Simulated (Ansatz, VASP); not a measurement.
KF: VASP beside Ansatz

Contents of INCAR:

```
SYSTEM = KF
PREC = Accurate
ENCUT = 600
EDIFF = 1E-6
ISMEAR = 0
SIGMA = 0.1
LREAL = .FALSE.
LASPH = .TRUE.
NELM = 120
ALGO = Normal
ISIF = 2
LWAVE = .FALSE.
LCHARG = .FALSE.
GGA = B5
ALDAX = 1.0
AGGAX = 1.0
AGGAC = 1.0
ALDAC = 0.0
NBANDS = 15
GGA_COMPAT = .FALSE.
```

File KPOINTS:

```
regular mesh
0
G
  6 6 6
  0 0 0
```

File POSCAR:

```
KF
1.0
    0.0000000000      2.6544134050      2.6544134050
    2.6544134050      0.0000000000      2.6544134050
    2.6544134050      2.6544134050      0.0000000000
K F
1 1
Direct
    0.0000000000      0.0000000000      0.0000000000
    0.5000000000      0.5000000000      0.5000000000
```

Input for Ansatz:

```yaml
crystal:
  lattice:
    - [0.0, 2.654413405, 2.654413405]
    - [2.654413405, 0.0, 2.654413405]
    - [2.654413405, 2.654413405, 0.0]
  atoms:
    - { symbol: K, position: [0.0, 0.0, 0.0] }
    - { symbol: F, position: [0.5, 0.5, 0.5] }
basis:
  ecutwfc: 420
kpoints:
  mp_grid: { grid: [6, 6, 6] }
  band_path: { path: [[0, 0, 0], [0.5, 0, 0], [0.5, 0.5, 0.5]], npoints: 8 }
hamiltonian:
  xc: blyp
scf:
  occupations: { method: gaussian, width: 0.1 }
output:
  forces: true
  stress: true
  eigenvalues: true
```

Alike in both runs: task single point; functional BLYP; k mesh 6 × 6 × 6; occupations gaussian, width 0.1 eV; no spin polarisation.

```csv
,VASP,Ansatz
version,VASP 6.6.1,Ansatz 0.2.0
potentials or method,"VASP PAW PBE potentials, release 64 (K_sv, F), cutoff 600 eV","scalar-relativistic, plane waves, PAW"
valence electrons in the cell,16,16
```

|  | VASP | Ansatz | Ansatz less VASP |
| --- | --- | --- | --- |
| gap on the k mesh at the Fermi level (eV) | 6.32 | 6.33 | +0.007 |
| least direct gap on the mesh (eV) | 6.32 | 6.33 | +0.007 |
| pressure (GPa) | 3.0 | 2.9 | -0.03 |

VASP's potentials were made for PBE, not for BLYP.
